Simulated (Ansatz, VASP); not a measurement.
# One calculation of P2C, two programs

The input INCAR:

```
SYSTEM = P2C
PREC     = Accurate       ! precision mode
ENCUT    = 600            ! plane-wave cutoff, eV
EDIFF    = 1E-6           ! SCF threshold, eV
ISMEAR   = 0              ! smearing method
SIGMA    = 0.1            ! smearing width, eV
LREAL    = .False.        ! projectors in reciprocal space
LASPH    = .True.         ! aspherical terms in the spheres
NELM     = 60             ! most SCF steps
ALGO     = Normal         ! electronic algorithm
ISIF     = 3              ! what is computed and relaxed
LWAVE    = .False.        ! write WAVECAR
LCHARG   = .False.        ! write CHGCAR
GGA      = PE             ! functional
IBRION   = 2              ! ionic algorithm
NSW      = 90             ! ionic steps
EDIFFG   = -0.04          ! ionic threshold
```

File KPOINTS:

```
regular mesh
0
Gamma
  6 6 4
  0 0 0
```

The input POSCAR:

```
P2C
1.0
    2.8858172300      0.0000000000      0.0000000000
    0.0000000000      2.8858172300      0.0000000000
    0.0000000000      0.0000000000      7.3017669800
P C
4 2
Direct
    0.0000000000      0.5000000000      0.3813569400
    0.5000000000      0.0000000000      0.1186430600
    0.0000000000      0.5000000000      0.6186430600
    0.5000000000      0.0000000000      0.8813569400
    0.0000000000      0.0000000000      0.7500000000
    0.0000000000      0.0000000000      0.2500000000
```

Input for Ansatz:

```yaml
crystal:
  lattice:
    - [2.88581723, 0.0, 0.0]
    - [0.0, 2.88581723, 0.0]
    - [0.0, 0.0, 7.30176698]
  atoms:
    - { symbol: P, position: [0.0, 0.5, 0.38135694] }
    - { symbol: P, position: [0.5, 0.0, 0.11864306] }
    - { symbol: P, position: [0.0, 0.5, 0.61864306] }
    - { symbol: P, position: [0.5, 0.0, 0.88135694] }
    - { symbol: C, position: [0.0, 0.0, 0.75] }
    - { symbol: C, position: [0.0, 0.0, 0.25] }
basis:
  ecutwfc: 420
kpoints:
  mp_grid: { grid: [6, 6, 4] }
hamiltonian:
  xc: pbe
scf:
  occupations: { method: gaussian, width: 0.1 }
  lower_state_search: "off"
output:
  forces: true
  stress: true
  eigenvalues: true
relax:
  adjacent_minimum: "off"
  f_tol: 0.04
  max_steps: 70
  cell: { stress_tol: 0.4 }
```

Alike in both runs: task relaxation of cell and atoms; functional PBE; k mesh 6 × 6 × 4; occupations gaussian, width 0.1 eV; no spin polarisation.

|  | VASP | Ansatz |
| --- | --- | --- |
| version | VASP 6.6.1 | Ansatz 0.2.0 |
| potentials or method | VASP PAW PBE potentials, release 64 (P, C), cutoff 600 eV | scalar-relativistic, plane waves, PAW |
| valence electrons in the cell | 28 | 28 |

```csv
,VASP,Ansatz,Ansatz less VASP
"gap on the k mesh at the Fermi level, each at its own relaxed structure (eV)",none,none,-
relaxed volume (Å³/atom),15.44,17.82,+2.380
relaxed length of the cell vector where the two differ most in proportion (Å),11.637,13.402,+1.7644
```

A gap of «none» marks a metal or a gap that the smearing closes. One of these differences is far larger than is usual between the two programs; its cause wasn't traced.

The k mesh is coarse, so the values compare programs but aren't converged. Noted on VASP's run: the volume moved by over 15 % at a fixed basis, so the end points are rough.
